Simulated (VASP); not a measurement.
A run of VASP 6.6.1 is set up as follows.

Contents of INCAR:

```
SYSTEM = CdS
PREC = Accurate
ENCUT = 500
EDIFF = 1E-6
ISMEAR = 0
SIGMA = 0.1
LREAL = .FALSE.
LASPH = .TRUE.
NELM = 120
ALGO = Normal
ISIF = 2
LWAVE = .FALSE.
LCHARG = .FALSE.
GGA = PS
NBANDS = 16
GGA_COMPAT = .FALSE.
```

KPOINTS

```
Automatic mesh
0
G
  6 6 6
  0 0 0
```

The input POSCAR:

```
CdS
1.0
    0.0000000000      2.9429534600      2.9429534600
    2.9429534600      0.0000000000      2.9429534600
    2.9429534600      2.9429534600      0.0000000000
Cd S
1 1
Direct
    0.0000000000      0.0000000000      0.0000000000
    0.7500000000      0.7500000000      0.7500000000
```

Potentials or basis: VASP PAW PBE potentials, release 64 (Cd, S).

The run is started by

```sh
$ cat potpaw_PBE.64/Cd/POTCAR potpaw_PBE.64/S/POTCAR > POTCAR
$ mpirun -np 1 vasp_std > vasp.out
```

(1) Predict the band gap on the k mesh.

(2) Estimate the pressure.

## Answers

(1) 0.95 eV, direct.

(2) -1.5 GPa.

Caveat: the PAW data sets were made with another functional, which shifts forces and pressure a little.
